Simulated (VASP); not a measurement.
# PbS (I4/mmm) in VASP: notebook, part 2 of 2

VASP 6.6.1. The steps go on from the part before.

## 4. Electric field gradients, LDA (zz strain of +2 %)

Input file INCAR:

```
ALGO     = Normal         # electronic algorithm
EDIFF    = 1E-8           # SCF threshold, eV
ENCUT    = 400            # plane-wave cutoff, eV
GGA      = CA             # functional
GGA_COMPAT= False        
ISIF     = 2              # what is computed and relaxed
ISMEAR   = -1             # smearing method
LASPH    = True           # aspherical terms in the spheres
LCHARG   = False          # write CHGCAR
LEFG     = True         
LREAL    = False          # projectors in reciprocal space
LWAVE    = False          # write WAVECAR
NBANDS   = 17             # bands
NELM     = 120            # most SCF steps
PREC     = Accurate       # precision mode
SIGMA    = 0.01           # smearing width, eV
```

Input file KPOINTS:

```
k-points
0
Gamma
  7 7 7
```

Input file POSCAR:

```
PbS
1.0
    0.0000000000      2.9650000000      3.0243000000
    2.9650000000      0.0000000000      3.0243000000
    2.9650000000      2.9650000000      0.0000000000
Pb S
1 1
Direct
    0.0000000000      0.0000000000      0.0000000000
    0.5000000000      0.5000000000      0.5000000000
```

Potentials or basis: VASP PAW LDA potentials, release 64 (Pb_d, S).

Launch:

```sh
> cat potpaw_LDA.64/Pb_d/POTCAR potpaw_LDA.64/S/POTCAR > POTCAR
> mpirun -np 1 vasp_std > vasp.out
```

OUTCAR:

```text
EDIFF = 1E-8
   ENCUT = 400
   GGA = CA
   ISIF = 2
   ISMEAR = -1
   LASPH = True
   LREAL = False
   NELM = 120
   PREC = Accurate

 ion  position               nearest neighbor table
   1  0.000  0.000  0.000-   2 2.96   2 2.96   2 2.96   2 2.96   2 3.02   2 3.02
   2  0.500  0.500  0.500-   1 2.96   1 2.96   1 2.96   1 2.96   1 3.02   1 3.02

  LATTYP: Found a body centered tetragonal cell.
 ALAT       =     4.1931432124
 C/A-ratio  =     1.4424978336

  Lattice vectors:

 A1 = (  -2.9650000000,   0.0000000000,   3.0243000000)
 A2 = (   2.9650000000,   0.0000000000,   3.0243000000)
 A3 = (   0.0000000000,   2.9650000000,  -3.0243000000)

Analysis of symmetry for initial positions (statically):
=====================================================================
 Subroutine PRICEL returns:
 Original cell was already a primitive cell.

 Routine SETGRP: Setting up the symmetry group for a
[... 668 lines left out ...]
  energy-cutoff  :      400.00
  volume of cell :       53.17
      direct lattice vectors                 reciprocal lattice vectors
     0.000000000  2.965000000  3.024300000    -0.168634064  0.168634064  0.165327514
     2.965000000  0.000000000  3.024300000     0.168634064 -0.168634064  0.165327514
     2.965000000  2.965000000  0.000000000     0.168634064  0.168634064 -0.165327514

 POSITION                                       TOTAL-FORCE (eV/Angst)
 -----------------------------------------------------------------------------------
      0.00000      0.00000      0.00000        -0.000000      0.000000      0.000000
      2.96500      2.96500      3.02430         0.000000     -0.000000     -0.000000
 -----------------------------------------------------------------------------------
    total drift:                                0.000000      0.000000      0.000000

  FREE ENERGIE OF THE ION-ELECTRON SYSTEM (eV)
  ---------------------------------------------------
  free  energy   TOTEN  =        -9.9610559731 eV

  energy  without entropy=       -9.9610559731  energy(sigma->0) =       -9.96105597

 Electric field gradients (V/A^2)
---------------------------------------------------------------------
 ion       V_xx      V_yy      V_zz      V_xy      V_xz      V_yz
---------------------------------------------------------------------
   1     -28.352   -28.352    56.703    -0.001    -0.000    -0.000
   2      -1.160    -1.160     2.319    -0.001    -0.000    -0.000
---------------------------------------------------------------------

 Electric field gradients after diagonalization (V/A^2)
 (convention: |V_zz| > |V_xx| > |V_yy|)
----------------------------------------------------------------------
 ion       V_xx      V_yy      V_zz     asymmetry (V_yy - V_xx)/ V_zz
----------------------------------------------------------------------
   1     -28.353   -28.351    56.703       0.000
   2      -1.160    -1.159     2.319       0.000
----------------------------------------------------------------------

           NMR quadrupolar parameters

 Cq : quadrupolar parameter    Cq=e*Q*V_zz/h
 eta: asymmetry parameters     (V_yy - V_xx)/ V_zz
 Q  : nuclear electric quadrupole moment in mb (millibarn)
----------------------------------------------------------------------
 ion       Cq(MHz)       eta       Q (mb)
----------------------------------------------------------------------
   1       0.137       0.000       1.000
   2       0.006       0.000       1.000
----------------------------------------------------------------------
```

Wall time 46 s (1 thread of Intel Xeon 8259CL, shared host); peak memory 0.15 GiB.

Results:

```yaml
Free_energy: -9.9611 eV
Pressure: -3.5 GPa
Band_gap_on_the_k_mesh: 0.88 eV
Largest_electric_field_gradient_by_atom: Pb +56.7; S +2.3 V/Å²
```

Electric field gradients, principal values (V/Å²):
```
atom    least   middle  greatest (by size)
1 Pb  -28.351  -28.353              56.703
 2 S   -1.159   -1.160               2.319
```

Caveat: the cell differs from its parent crystal (zz strain of +2 %); the cell stands under tension; without QUAD_EFG the Cq values of the log hold for a quadrupole moment of 1 mb, not for the nuclei; spin-orbit coupling is left out, which moves the levels of the heavy elements.

## 5. Electric field gradients, LDA (equal xx and yy strain of +1 %)

Input file INCAR:

```
ALGO = Normal
EDIFF = 1E-8
ENCUT = 400
GGA = CA
GGA_COMPAT = False
ISIF = 2
ISMEAR = -1
LASPH = True
LCHARG = False
LEFG = True
LREAL = False
LWAVE = False
NBANDS = 17
NELM = 120
PREC = Accurate
SIGMA = 0.01
```

KPOINTS is that of step 4.

Input file POSCAR:

```
PbS
1.0
    0.0000000000      2.9946500000      2.9650000000
    2.9946500000      0.0000000000      2.9650000000
    2.9946500000      2.9946500000      0.0000000000
Pb S
1 1
Direct
    0.0000000000      0.0000000000      0.0000000000
    0.5000000000      0.5000000000      0.5000000000
```

Potentials or basis: VASP PAW LDA potentials, release 64 (Pb_d, S).

Launch:

```sh
> cat potpaw_LDA.64/Pb_d/POTCAR potpaw_LDA.64/S/POTCAR > POTCAR
> mpirun -np 1 vasp_std > vasp.out
```

OUTCAR:

```text
EDIFF = 1E-8
   ENCUT = 400
   GGA = CA
   ISIF = 2
   ISMEAR = -1
   LASPH = True
   LREAL = False
   NELM = 120
   PREC = Accurate

 ion  position               nearest neighbor table
   1  0.000  0.000  0.000-   2 2.96   2 2.96   2 2.99   2 2.99   2 2.99   2 2.99
   2  0.500  0.500  0.500-   1 2.96   1 2.96   1 2.99   1 2.99   1 2.99   1 2.99

  LATTYP: Found a body centered tetragonal cell.
 ALAT       =     4.2350746446
 C/A-ratio  =     1.4002114479

  Lattice vectors:

 A1 = (   0.0000000000,  -2.9946500000,  -2.9650000000)
 A2 = (   0.0000000000,   2.9946500000,  -2.9650000000)
 A3 = (   2.9946500000,   0.0000000000,   2.9650000000)

Analysis of symmetry for initial positions (statically):
=====================================================================
 Subroutine PRICEL returns:
 Original cell was already a primitive cell.

 Routine SETGRP: Setting up the symmetry group for a
 body centered tetragonal supercell.

 Subroutine GETGRP returns: Found 16 space group operations
 (whereof 16 operations were pure point group operations)
 out of a pool of 16 trial point group operations.

The static configuration has the point symmetry D_4h.

Analysis of symmetry for dynamics (positions and initial velocities):
=====================================================================
 Subroutine PRICEL returns:
 Original cell was already a primitive cell.

 Routine SETGRP: Setting up the symmetry group for a
 body centered tetragonal supercell.

 Subroutine GETGRP returns: Found 16 space group operations
 (whereof 16 operations were pure point group operations)
[... 159 lines left out ...]
      2     -11.3992      2.00000
      3     -11.3992      2.00000
      4     -11.3936      2.00000
      5     -11.3876      2.00000
      6      -8.0574      2.00000
[... 457 lines left out ...]
      4     -11.3689      2.00000
      5     -11.3513      2.00000
      6      -6.6104      2.00000
[... 9 lines left out ...]
     16      15.9686      0.00000
     17      16.8681      0.00000

 [... further k-points ...]

------------------------ aborting loop because EDIFF is reached ----------------------------------------

  FORCE on cell =-STRESS in cart. coord.  units (eV):
  Direction    XX          YY          ZZ          XY          YZ          ZX
  --------------------------------------------------------------------------------------
  -------------------------------------------------------------------------------------
  Total       -1.3049594     -1.3049594     -0.9424087      0.0000000     -0.0000000     -0.0000000
  in kB      -39.3152239    -39.3152239    -28.3924606      0.0000000     -0.0000000     -0.0000000
  external PRESSURE =     -35.6743028 kB  Pullay stress =       0.0000000 kB

 VOLUME and BASIS-vectors are now :
 -----------------------------------------------------------------------------
  energy-cutoff  :      400.00
  volume of cell :       53.18
      direct lattice vectors                 reciprocal lattice vectors
     0.000000000  2.994650000  2.965000000    -0.166964420  0.166964420  0.168634064
     2.994650000  0.000000000  2.965000000     0.166964420 -0.166964420  0.168634064
     2.994650000  2.994650000  0.000000000     0.166964420  0.166964420 -0.168634064

 POSITION                                       TOTAL-FORCE (eV/Angst)
 -----------------------------------------------------------------------------------
      0.00000      0.00000      0.00000         0.000000     -0.000000     -0.000000
      2.99465      2.99465      2.96500        -0.000000      0.000000      0.000000
 -----------------------------------------------------------------------------------
    total drift:                                0.000000      0.000000      0.000000

  FREE ENERGIE OF THE ION-ELECTRON SYSTEM (eV)
  ---------------------------------------------------
  free  energy   TOTEN  =        -9.9642859135 eV

  energy  without entropy=       -9.9642859135  energy(sigma->0) =       -9.96428591

 Electric field gradients (V/A^2)
---------------------------------------------------------------------
 ion       V_xx      V_yy      V_zz      V_xy      V_xz      V_yz
---------------------------------------------------------------------
   1      14.520    14.520   -29.040    -0.000    -0.001    -0.001
   2       0.621     0.621    -1.243    -0.000    -0.000    -0.000
---------------------------------------------------------------------

 Electric field gradients after diagonalization (V/A^2)
 (convention: |V_zz| > |V_xx| > |V_yy|)
----------------------------------------------------------------------
 ion       V_xx      V_yy      V_zz     asymmetry (V_yy - V_xx)/ V_zz
----------------------------------------------------------------------
   1      14.520    14.519   -29.040       0.000
   2       0.622     0.621    -1.243       0.001
----------------------------------------------------------------------

           NMR quadrupolar parameters

 Cq : quadrupolar parameter    Cq=e*Q*V_zz/h
 eta: asymmetry parameters     (V_yy - V_xx)/ V_zz
 Q  : nuclear electric quadrupole moment in mb (millibarn)
----------------------------------------------------------------------
 ion       Cq(MHz)       eta       Q (mb)
----------------------------------------------------------------------
   1      -0.070       0.000       1.000
   2      -0.003       0.001       1.000
----------------------------------------------------------------------
```

OSZICAR:

```text
N       E                     dE             d eps       ncg     rms          rms(c)
DAV:   1     0.143897630462E+03    0.14390E+03   -0.82063E+03  1360   0.996E+02
DAV:   2    -0.951488849939E-01   -0.14399E+03   -0.13893E+03  1464   0.282E+02
DAV:   3    -0.102014270063E+02   -0.10106E+02   -0.10055E+02  1820   0.828E+01
DAV:   4    -0.104239230268E+02   -0.22250E+00   -0.22236E+00  1765   0.140E+01
DAV:   5    -0.104325622013E+02   -0.86392E-02   -0.86387E-02  2014   0.252E+00    0.434E+00
DAV:   6    -0.997543908220E+01    0.45712E+00   -0.13797E+00  2201   0.775E+00    0.306E+00
DAV:   7    -0.996854822201E+01    0.68909E-02   -0.10388E-01  1707   0.160E+00    0.171E+00
DAV:   8    -0.996464927624E+01    0.38989E-02   -0.11940E-02  1691   0.103E+00    0.235E-01
DAV:   9    -0.996426584124E+01    0.38344E-03   -0.24973E-03  2138   0.364E-01    0.797E-02
DAV:  10    -0.996429008148E+01   -0.24240E-04   -0.15087E-04  1574   0.695E-02    0.555E-02
DAV:  11    -0.996428602168E+01    0.40598E-05   -0.17406E-05  1934   0.413E-02    0.792E-03
DAV:  12    -0.996428592341E+01    0.98271E-07   -0.79569E-07  2006   0.123E-02    0.226E-03
DAV:  13    -0.996428591091E+01    0.12501E-07   -0.12747E-07  1696   0.244E-03    0.959E-04
DAV:  14    -0.996428591348E+01   -0.25659E-08   -0.53189E-09  1291   0.475E-04
   1 F= -.99642859E+01 E0= -.99642859E+01  d E =-.401555E-13
```

Wall time 49 s (1 thread of Intel Xeon 8259CL, shared host); peak memory 0.15 GiB.

Results:

```
Free energy                             : -9.9643 eV
Pressure                                : -3.6 GPa
Band gap on the k mesh                  : 0.89 eV
Largest electric field gradient by atom : Pb -29.0; S -1.2 V/Å²
```

Electric field gradients, principal values (V/Å²):
| atom | least | middle | greatest (by size) |
| --- | --- | --- | --- |
| 1 Pb | 14.519 | 14.520 | -29.040 |
| 2 S | 0.621 | 0.622 | -1.243 |

Caveat: the cell differs from its parent crystal (equal xx and yy strain of +1 %); the cell stands under tension; without QUAD_EFG the Cq values of the log hold for a quadrupole moment of 1 mb, not for the nuclei; spin-orbit coupling is left out, which moves the levels of the heavy elements.

## 6. Summary

```tsv
cell	gap on the mesh (eV)	pressure (GPa)
a = 4.172, b = 4.172, c = 4.193 Å, angles 59.8, 59.8, 60.3°, 2 atoms	0.86	-2.0
a = 4.214, b = 4.214, c = 4.193 Å, angles 60.2, 60.2, 59.7°, 2 atoms	0.88	-3.1
a = 4.235, b = 4.235, c = 4.193 Å, angles 60.3, 60.3, 59.3°, 2 atoms	0.88	-3.5
a = 4.214, b = 4.214, c = 4.235 Å, angles 59.8, 59.8, 60.3°, 2 atoms	0.89	-3.6
```

Alike in all rows: task electric field gradients; level LDA; potentials or basis VASP PAW LDA potentials, release 64 (Pb_d, S); no spin polarisation; k mesh 7 × 7 × 7; cutoff (eV) 400; smearing fermi-dirac 0.01 eV.

Caveats: spin-orbit coupling is left out, which moves the levels of the heavy elements; the cell stands under tension (at least some runs).

Absolute energies hang on the potentials; compare differences alone.
